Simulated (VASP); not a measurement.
# SiC (P6_3mc) in VASP: single point with PBE

Aim: the single point of SiC with PBE.

All numbers are computed with VASP 6.6.1; they aren't measurements. Logs are shortened: lines on timing, memory, paths and dates and some standing lists are left out, and cuts for length are marked.

**1. The cell of the first run**

It takes space group P6_3mc (No. 186, hexagonal). Conventional cell: a = 3.092 Å, b = 3.092 Å, c = 5.074 Å, α = 90.00°, β = 90.00°, γ = 120.00°. Within 2.5 Å of Si (site symmetry 3m) lie 4 C at 1.89 to 1.91 Å. Within 2.5 Å of C (site symmetry 3m) lie 4 Si at 1.89 to 1.91 Å.

**2. Single point, PBE**

Contents of INCAR:

```
SYSTEM = SiC
PREC = Accurate
ENCUT = 520
EDIFF = 1E-6
ISMEAR = 0
SIGMA = 0.05
LREAL = Auto
LASPH = .True.
NELM = 60
ALGO = Normal
ISIF = 2
LWAVE = .False.
LCHARG = .True.
GGA = PE
LELF = .True.
LVHAR = .True.
NBANDS = 46
```

Contents of KPOINTS:

```
Automatic mesh
0
Gamma
  6 6 6
  0 0 0
```

Contents of POSCAR:

```
SiC
1.0
    1.5459663965     -2.6777055277      5.0742942797
    1.5459755657     -2.6777051506     -5.0742927094
    3.0919406763      5.3554115246     -0.0000060853
Si C
8 8
Direct
    0.3356243164      0.3310428922      0.1666664354
    0.8356247915      0.8310426526      0.1666666646
    0.3356247378      0.3310431447      0.6666662897
    0.8356246591      0.8310424739      0.6666666860
    0.9189573032      0.4143759261      0.3333336971
    0.4189577527      0.9143757854      0.3333336768
    0.9189578172      0.4143754017      0.8333336798
    0.4189575595      0.9143763558      0.8333337678
    0.5235411904      0.1431232388      0.1666672286
    0.0235415998      0.6431227491      0.1666673706
    0.5235413887      0.1431230412      0.6666672821
    0.0235415089      0.6431229392      0.6666673488
    0.1068760710      0.2264583252      0.3333323866
    0.6068766400      0.7264583341      0.3333325975
    0.1068764874      0.2264581004      0.8333322720
    0.6068761765      0.7264586396      0.8333326165
```

Potentials or basis: VASP PAW PBE potentials, release 64 (Si, C).

Started as:

```bash
> cat potpaw_PBE.64/Si/POTCAR potpaw_PBE.64/C/POTCAR > POTCAR
> mpirun -np 1 vasp_std > vasp.out
```

OUTCAR:

```text
SYSTEM = SiC
   PREC = Accurate
   ENCUT = 520
   EDIFF = 1E-6
   ISMEAR = 0
   LREAL = Auto
   LASPH = .True.
   NELM = 60
   ISIF = 2
   GGA = PE

 ion  position               nearest neighbor table
   1  0.336  0.331  0.167-  13 1.89  15 1.89  14 1.89   9 1.91   4 3.09   4 3.09   3 3.09   2 3.09
                             2 3.09   3 3.09   7 3.10   5 3.10   6 3.10   8 3.10   6 3.10   5 3.10
   2  0.836  0.831  0.167-  14 1.89  13 1.89  16 1.89  10 1.91   3 3.09   3 3.09   4 3.09   1 3.09
                             1 3.09   4 3.09   6 3.10   5 3.10   8 3.10   7 3.10   5 3.10   6 3.10
   3  0.336  0.331  0.667-  15 1.89  16 1.89  13 1.89  11 1.91   2 3.09   2 3.09   4 3.09   1 3.09
                             1 3.09   4 3.09   5 3.10   7 3.10   6 3.10   8 3.10   8 3.10   7 3.10
   4  0.836  0.831  0.667-  16 1.89  15 1.89  14 1.89  12 1.91   1 3.09   1 3.09   3 3.09   2 3.09
                             2 3.09   3 3.09   8 3.10   6 3.10   5 3.10   7 3.10   7 3.10   8 3.10
   5  0.919  0.414  0.333-  10 1.89  12 1.89   9 1.89  13 1.91   8 3.09   8 3.09   6 3.09   7 3.09
                             7 3.09   6 3.09   3 3.10   1 3.10   4 3.10   2 3.10   2 3.10   1 3.10
   6  0.419  0.914  0.333-   9 1.89  11 1.89  10 1.89  14 1.91   7 3.09   7 3.09   5 3.09   8 3.09
                             8 3.09   5 3.09   2 3.10   4 3.10   1 3.10   3 3.10   1 3.10   2 3.10
   7  0.919  0.414  0.833-  12 1.89  10 1.89  11 1.89  15 1.91   6 3.09   6 3.09   8 3.09   5 3.09
                             5 3.09   8 3.09   1 3.10   4 3.10   3 3.10   2 3.10   4 3.10   3 3.10
   8  0.419  0.914  0.833-  11 1.89   9 1.89  12 1.89  16 1.91   5 3.09   5 3.09   7 3.09   6 3.09
                             6 3.09   7 3.09   4 3.10   1 3.10   2 3.10   3 3.10   3 3.10   4 3.10
   9  0.524  0.143  0.167-   6 1.89   8 1.89   5 1.89   1 1.91
  10  0.024  0.643  0.167-   5 1.89   7 1.89   6 1.89   2 1.91
  11  0.524  0.143  0.667-   8 1.89   6 1.89   7 1.89   3 1.91
  12  0.024  0.643  0.667-   7 1.89   5 1.89   8 1.89   4 1.91
  13  0.107  0.226  0.333-   1 1.89   3 1.89   2 1.89   5 1.91
  14  0.607  0.726  0.333-   2 1.89   1 1.89   4 1.89   6 1.91
  15  0.107  0.226  0.833-   3 1.89   1 1.89   4 1.89   7 1.91
  16  0.607  0.726  0.833-   4 1.89   3 1.89   2 1.89   8 1.91

  LATTYP: Found a face centered orthorhombic cell.
 ALAT       =     6.1838926762
 B/A-ratio  =     1.6411324582
 C/A-ratio  =     1.7320489501

  Lattice vectors:

 A1 = (   4.6379162420,   2.6777063740,  -5.0742987947)
 A2 = (   6.1838826385,   0.0000008463,  -0.0000045150)
 A3 = (   1.5459755657,  -2.6777051506,  -5.0742927094)

Analysis of symmetry for initial positions (statically):
=====================================================================
 Subroutine PRICEL returns following result:

  LATTYP: Found a hexagonal cell.
 ALAT       =     3.0919465154
 C/A-ratio  =     1.6411311912

  Lattice vectors:
[... 158 lines left out ...]
   EMIN   =  10.00;   EMAX   =-10.00  energy-range for DOS
   EFERMI =   0.00;   METHOD = LEGACY
   ISMEAR =     0;   SIGMA  =   0.05  broadening in eV -4-tet -1-fermi 0-gaus
   EFERMI_NEDOS =   21; number of points for ismear=-14 and -15
   IALGO  =     38    algorithm
   IMIX   =      4    mixing-type and parameters
     AMIX     =   0.40;   BMIX     =  1.00
     AMIX_MAG =   1.60;   BMIX_MAG =  1.00
  volume/ion in A,a.u.               =      10.50        70.88
  Fermi-wavevector in a.u.,A,eV,Ry     =   1.186656  2.242455 19.159087  1.408153
  Thomas-Fermi vector in A             =   2.322824
   LORBIT       =      0    0 simple, 1 ext, 2 COOP (PROOUT), +10 PAW based schemes
   GGA     = PE    functional components
   LHFCALC =     F    Hartree Fock is set to
   AEXX    =    0.0000 exact exchange contribution
   IVDW    =     0    specifies the selected vdW correction
   LEPSILON=     F    determine dielectric tensor
   LRPA    =     F    only Hartree local field effects (RPA)
 non-spin polarized calculation
 Gauss-broadening in eV      SIGMA  =   0.05
  energy-cutoff  :      520.00
  volume of cell :      168.05
 maximum number of plane-waves:      4574
 NGX is ok and might be reduce to    48
   NGX = 23   NGY = 23   NGZ = 23

 number of electron      63.9999997 magnetization

 Free energy of the ion-electron system (eV)
  ---------------------------------------------------
  ext. energy  EPLUGINS =         0.00000000
  ---------------------------------------------------
  free energy    TOTEN  =      -120.44697608 eV

  energy without entropy =     -120.44697608  energy(sigma->0) =     -120.44697608

 E-fermi :   8.2871     XC(G=0): -11.2826

 val. band max:        8.0839607550   @ k =   0.0000   0.0000   0.0000
 cond. band min:      10.3872580960   @ k =  -0.3333  -0.3333   0.3333
 fundamental gap:      2.3032973410
 Fermi energy:         8.2871102829

 k-point     1 :       0.0000    0.0000    0.0000
  band No.  band energies     occupation
      1      -7.3616      2.00000
      2      -4.0907      2.00000
      3      -3.8525      2.00000
      4      -3.2369      2.00000
      5      -3.2368      2.00000
      6      -3.2368      2.00000
[... 1117 lines left out ...]
     43      14.9458      0.00000
     44      15.0753      0.00000

 [... further k-points ...]

 [bands above 44 left out]

------------------------ aborting loop because EDIFF is reached ----------------------------------------

  FORCE on cell =-STRESS in cart. coord.  units (eV):
  Direction    XX          YY          ZZ          XY          YZ          ZX
  --------------------------------------------------------------------------------------
  -------------------------------------------------------------------------------------
  Total       -0.0553725     -0.0370907     -0.0750210     -0.0158326      0.0000000      0.0000001
  in kB       -0.5279280     -0.3536279     -0.7152601     -0.1509501      0.0000004      0.0000011
  external PRESSURE =      -0.5322720 kB  Pullay stress =       0.0000000 kB

 VOLUME and BASIS-vectors are now :
 -----------------------------------------------------------------------------
  energy-cutoff  :      520.00
  volume of cell :      168.05
      direct lattice vectors                 reciprocal lattice vectors
     1.545966396 -2.677705528  5.074294280     0.161710786 -0.093363424  0.098536028
     1.545975566 -2.677705151 -5.074292709     0.161710642 -0.093363565 -0.098535742
     3.091940676  5.355411525 -0.000006085     0.161710689  0.093363534  0.000000150

 POSITION                                       TOTAL-FORCE (eV/Angst)
 -----------------------------------------------------------------------------------
      1.54597     -0.89257      0.02325        -0.000466     -0.000269      0.000521
      3.09194     -3.57028      0.02325        -0.000466     -0.000269      0.000521
      3.09194      1.78513      0.02324        -0.000466     -0.000269      0.000521
      4.63791     -0.89257      0.02325        -0.000466     -0.000269      0.000521
      3.09194     -1.78513      2.56039         0.000466      0.000269      0.000521
      3.09195     -1.78514     -2.51390         0.000466      0.000269      0.000521
[... 8 lines left out ...]
      3.09194      3.57027     -0.60680         0.000397      0.000229     -0.000521
      4.63791      0.89256     -0.60680         0.000397      0.000229     -0.000521
 -----------------------------------------------------------------------------------
    total drift:                                0.005618     -0.001245      0.061756

  FREE ENERGIE OF THE ION-ELECTRON SYSTEM (eV)
  ---------------------------------------------------
  free  energy   TOTEN  =      -120.4469760785 eV

  energy  without entropy=     -120.4469760785  energy(sigma->0) =     -120.44697608
```

OSZICAR:

```text
N       E                     dE             d eps       ncg     rms          rms(c)
DAV:   1     0.178806927198E+03    0.17881E+03   -0.29094E+04  4232   0.125E+03
DAV:   2    -0.117212913792E+03   -0.29602E+03   -0.27779E+03  5380   0.220E+02
DAV:   3    -0.134693765368E+03   -0.17481E+02   -0.17341E+02  5456   0.514E+01
DAV:   4    -0.134998162273E+03   -0.30440E+00   -0.30350E+00  5320   0.764E+00
DAV:   5    -0.135005772351E+03   -0.76101E-02   -0.76016E-02  5302   0.115E+00    0.245E+01
DAV:   6    -0.120830280512E+03    0.14175E+02   -0.44220E+01  5196   0.216E+01    0.108E+01
DAV:   7    -0.120509627466E+03    0.32065E+00   -0.38843E+00  5458   0.661E+00    0.485E+00
DAV:   8    -0.120449931655E+03    0.59696E-01   -0.23731E-01  5038   0.182E+00    0.118E+00
DAV:   9    -0.120445803766E+03    0.41279E-02   -0.33452E-02  5274   0.711E-01    0.226E-01
DAV:  10    -0.120446866744E+03   -0.10630E-02   -0.34111E-03  5132   0.218E-01    0.109E-01
DAV:  11    -0.120446968593E+03   -0.10185E-03   -0.45442E-04  4962   0.928E-02    0.275E-02
DAV:  12    -0.120446973757E+03   -0.51637E-05   -0.19747E-05  5480   0.181E-02    0.727E-03
DAV:  13    -0.120446975857E+03   -0.20998E-05   -0.13154E-06  3594   0.489E-03    0.388E-03
DAV:  14    -0.120446976078E+03   -0.22168E-06   -0.11523E-07  3024   0.149E-03
   1 F= -.12044698E+03 E0= -.12044698E+03  d E =-.176189E-10
```

It took 14 min on 1 thread of Intel Xeon 6975P-C (Granite Rapids), shared host; peak memory 0.42 GiB.

Results:

* Free energy: -120.4470 eV
* Pressure: -0.1 GPa
* Band gap on the k mesh: 2.30 eV

A k mesh can miss the band edges.
